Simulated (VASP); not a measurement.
# C3N4 (R3m) in VASP: a series of runs, part 2 of 2

VASP 6.6.1. Earlier steps stand in the parts before.

### Step 3. Relaxation of cell and atoms, PBEsol

This run uses another cell than the first one, of 10.11 Å³/atom, 1.062 times its volume.

INCAR

```
PREC = Accurate
ENCUT = 600
EDIFF = 1E-6
ISMEAR = 0
SIGMA = 0.02
LREAL = False
LASPH = True
NELM = 80
ALGO = Normal
ISIF = 3
LWAVE = False
LCHARG = False
GGA = PS
IBRION = 2
NSW = 100
EDIFFG = -0.005
```

KPOINTS

```
Automatic mesh
0
Gamma
  6 6 6
```

POSCAR

```
C3N4
1.0
    2.3922169139      1.3811470792      3.5688932122
   -2.3922169139      1.3811470792      3.5688932122
    0.0000000000     -2.7622941584      3.5688932122
C N
3 4
Direct
    0.4900670000      0.4900670000      0.0193280000
    0.4900670000      0.0193280000      0.4900670000
    0.0193280000      0.4900670000      0.4900670000
    0.6597020000      0.1701150000      0.1701150000
    0.1701150000      0.1701150000      0.6597020000
    0.6656050000      0.6656050000      0.6656050000
    0.1701150000      0.6597020000      0.1701150000
```

Potentials or basis: VASP PAW PBE potentials, release 64 (C, N).

Run with:

```bash
cat potpaw_PBE.64/C/POTCAR potpaw_PBE.64/N/POTCAR > POTCAR
mpirun -np 1 vasp_std > vasp.out
```

OUTCAR:

```text
PREC = Accurate
   ENCUT = 600
   EDIFF = 1E-6
   ISMEAR = 0
   LREAL = False
   LASPH = True
   NELM = 80
   ISIF = 3
   GGA = PS
   IBRION = 2
   NSW = 100
   EDIFFG = -0.005

 ion  position               nearest neighbor table
   1  0.490  0.490  0.019-   4 1.33   7 1.33   6 1.46
   2  0.490  0.019  0.490-   4 1.33   5 1.33   6 1.46
   3  0.019  0.490  0.490-   7 1.33   5 1.33   6 1.46
   4  0.660  0.170  0.170-   2 1.33   1 1.33
   5  0.170  0.170  0.660-   2 1.33   3 1.33
   6  0.666  0.666  0.666-   1 1.46   2 1.46   3 1.46
   7  0.170  0.660  0.170-   3 1.33   1 1.33

  LATTYP: Found a trigonal (rhomboedric) cell.
 ALAT       =     4.5130109437
 COS(alpha) =     0.4380491458

  Lattice vectors:

 A1 = (   2.3922169139,   1.3811470792,   3.5688932122)
 A2 = (  -2.3922169139,   1.3811470792,   3.5688932122)
 A3 = (   0.0000000000,  -2.7622941584,   3.5688932122)

Analysis of symmetry for initial positions (statically):
=====================================================================
 Subroutine PRICEL returns:
 Original cell was already a primitive cell.

 Routine SETGRP: Setting up the symmetry group for a
 trigonal (rhombohedral) supercell.

[... 169 lines left out ...]
 number of electron      32.0000000 magnetization

 Free energy of the ion-electron system (eV)
  ---------------------------------------------------
  ext. energy  EPLUGINS =         0.00000000
  ---------------------------------------------------
  free energy    TOTEN  =       -61.57894893 eV

  energy without entropy =      -61.57894893  energy(sigma->0) =      -61.57894893

------------------------ aborting loop because EDIFF is reached ----------------------------------------

  FORCE on cell =-STRESS in cart. coord.  units (eV):
  Direction    XX          YY          ZZ          XY          YZ          ZX
  --------------------------------------------------------------------------------------
  -------------------------------------------------------------------------------------
  Total       -2.0596156     -2.0596156     -0.2838792      0.0000000     -0.0000000      0.0000000
  in kB      -46.6413886    -46.6413886     -6.4286354      0.0000000     -0.0000000      0.0000000
  external PRESSURE =     -33.2371375 kB  Pullay stress =       0.0000000 kB
[... 1227 lines left out ...]
     19      10.5096      0.00000
     20      10.9175      0.00000

 [... further k-points ...]

[... ionic steps 4 to 37 ...]

--------------------------------------- Ionic step       38  -------------------------------------------

 number of electron      32.0000000 magnetization

------------------------ aborting loop because EDIFF is reached ----------------------------------------
[... 77 lines left out ...]
--------------------------------------- Ionic step       40  -------------------------------------------

 number of electron      32.0000000 magnetization

 Free energy of the ion-electron system (eV)
  ---------------------------------------------------
  ext. energy  EPLUGINS =         0.00000000
  ---------------------------------------------------
  free energy    TOTEN  =       -61.60666440 eV

  energy without entropy =      -61.60666440  energy(sigma->0) =      -61.60666440

 E-fermi :   3.9660     XC(G=0): -10.3534

 val. band max:        3.8418973099   @ k =   0.0000   0.0000   0.0000
 cond. band min:       5.0209618154   @ k =   0.0000   0.0000   0.0000
 fundamental gap:      1.1790645055
 Fermi energy:         3.9659771259
[... 586 lines left out ...]
  FREE ENERGIE OF THE ION-ELECTRON SYSTEM (eV)
  ---------------------------------------------------
  free  energy   TOTEN  =       -61.6066643993 eV

  energy  without entropy=      -61.6066643993  energy(sigma->0) =      -61.60666440

 reached required accuracy - stopping structural energy minimisation
```

CONTCAR:

```text
C3N4
   1.00000000000000
     2.3785245064725462    1.3732417640859080    3.2716988649999066
    -2.3785245064725462    1.3732417640859080    3.2716988649999066
    -0.0000000000000000   -2.7464835281718161    3.2716988649999066
  C               N
     3     4
Direct
     0.4904615278318286    0.4904615278318286    0.0185644854117107
     0.4904615278318286    0.0185644854117107    0.4904615278318286
     0.0185644854117107    0.4904615278318286    0.4904615278318286
     0.6606806946618142    0.1696045990558174    0.1696045990558174
     0.1696045990558174    0.1696045990558174    0.6606806946618142
     0.6656215661511994    0.6656215661511995    0.6656215661511995
     0.1696045990558174    0.6606806946618142    0.1696045990558174

  0.00000000E+00  0.00000000E+00  0.00000000E+00
  0.00000000E+00  0.00000000E+00  0.00000000E+00
  0.00000000E+00  0.00000000E+00  0.00000000E+00
  0.00000000E+00  0.00000000E+00  0.00000000E+00
  0.00000000E+00  0.00000000E+00  0.00000000E+00
  0.00000000E+00  0.00000000E+00  0.00000000E+00
  0.00000000E+00  0.00000000E+00  0.00000000E+00
```

It took 6.7 min on 1 thread of Intel Xeon 6975P-C (Granite Rapids), shared host; peak memory 0.21 GiB.

What came out:

| Property | Result |
| --- | --- |
| Free energy | -61.6067 eV |
| Relaxed volume | 9.16 Å³/atom |
| Relaxed cell | a = 4.272 Å, b = 4.272 Å, c = 4.272 Å, α = 67.67°, β = 67.67°, γ = 67.67° |
| Space group after relaxing (to 0.05 Å) | R3m (No. 160) |
| Energy gained by relaxing | 4.0 meV/atom |
| Ionic steps | 40 |
| Pressure after relaxing | 0.0 GPa |
| Largest force after relaxing | 0.004 eV/Å |
| Band gap on the k mesh | 1.18 eV, direct |

Forces on the atoms (eV/Å):
```
C    0.000 -0.004  0.000
C   -0.004  0.002  0.000
C    0.004  0.002  0.000
N    0.000  0.000  0.002
N    0.000  0.000  0.002
N    0.000  0.000 -0.004
N    0.000  0.000  0.002
```

The path:
| step | energy change (eV) | largest force (eV/Å) | pressure (GPa) | volume (Å³) |
| --- | --- | --- | --- | --- |
| 1 | 0.0000 | 0.0862 | -3.32 | 70.75 |
| 2 | 0.0443 | 0.9826 | 7.56 | 68.62 |
| 3 | -0.0090 | 0.2089 | -0.33 | 70.12 |
| 4 | -0.0094 | 0.3101 | -0.19 | 69.64 |
| 5 | -0.0114 | 0.0862 | -0.27 | 69.87 |
| 6 | -0.0117 | 0.0992 | -0.06 | 69.66 |
| 7 | -0.0119 | 0.0362 | -0.14 | 69.74 |
| 8 | -0.0125 | 0.0370 | -0.16 | 69.59 |
| 9 | -0.0144 | 0.0400 | -0.20 | 69.13 |
| 10 | -0.0178 | 0.0648 | -0.28 | 68.22 |
| 11 | -0.0228 | 0.1527 | -0.42 | 66.39 |
| 12 | -0.0187 | 0.3204 | -0.55 | 62.73 |
| 13 | -0.0241 | 0.1917 | -0.46 | 65.42 |
| 14 | -0.0247 | 0.1874 | -0.23 | 65.25 |
| 15 | -0.0252 | 0.1807 | 0.15 | 64.98 |
| 16 | -0.0248 | 0.1903 | 0.94 | 64.45 |
| 17 | -0.0253 | 0.1768 | 0.38 | 64.83 |
| 18 | -0.0259 | 0.1554 | 0.32 | 64.66 |
| 19 | -0.0271 | 0.0948 | 0.15 | 64.18 |
| 20 | -0.0264 | 0.0440 | -0.19 | 63.22 |
| 21 | -0.0273 | 0.0563 | 0.04 | 63.86 |
| 22 | -0.0275 | 0.0510 | -0.13 | 63.92 |
| 23 | -0.0275 | 0.0511 | -0.12 | 63.92 |
| 24 | -0.0276 | 0.0394 | 0.00 | 63.91 |
| 25 | -0.0276 | 0.0261 | 0.16 | 63.91 |
| 26 | -0.0277 | 0.0165 | 0.08 | 63.95 |
| 27 | -0.0277 | 0.0283 | -0.02 | 63.98 |
| 28 | -0.0277 | 0.0095 | 0.01 | 64.01 |
| 29 | -0.0277 | 0.0100 | 0.02 | 64.01 |
| 30 | -0.0277 | 0.0115 | 0.04 | 64.02 |
| 31 | -0.0277 | 0.0093 | 0.00 | 64.03 |
| 32 | -0.0277 | 0.0089 | 0.02 | 64.03 |
| 33 | -0.0277 | 0.0135 | 0.00 | 64.04 |
| 34 | -0.0277 | 0.0117 | 0.00 | 64.04 |
| 35 | -0.0277 | 0.0071 | 0.02 | 64.06 |
| 36 | -0.0277 | 0.0116 | 0.05 | 64.09 |
| 37 | -0.0277 | 0.0077 | 0.01 | 64.11 |
| 38 | -0.0277 | 0.0085 | 0.00 | 64.11 |
| 39 | -0.0277 | 0.0070 | 0.01 | 64.12 |
| 40 | -0.0277 | 0.0041 | 0.01 | 64.12 |

Final structure:
```
C N
1.0
     2.37852    1.37324    3.27170
    -2.37852    1.37324    3.27170
     0.00000   -2.74648    3.27170
C N
3 4
Direct
  0.49046 0.49046 0.01856
  0.49046 0.01856 0.49046
  0.01856 0.49046 0.49046
  0.66068 0.16960 0.16960
  0.16960 0.16960 0.66068
  0.66562 0.66562 0.66562
  0.16960 0.66068 0.16960
```

Caveat: the PAW data sets were made with another functional, which shifts forces and pressure a little. A k mesh can miss the band edges.
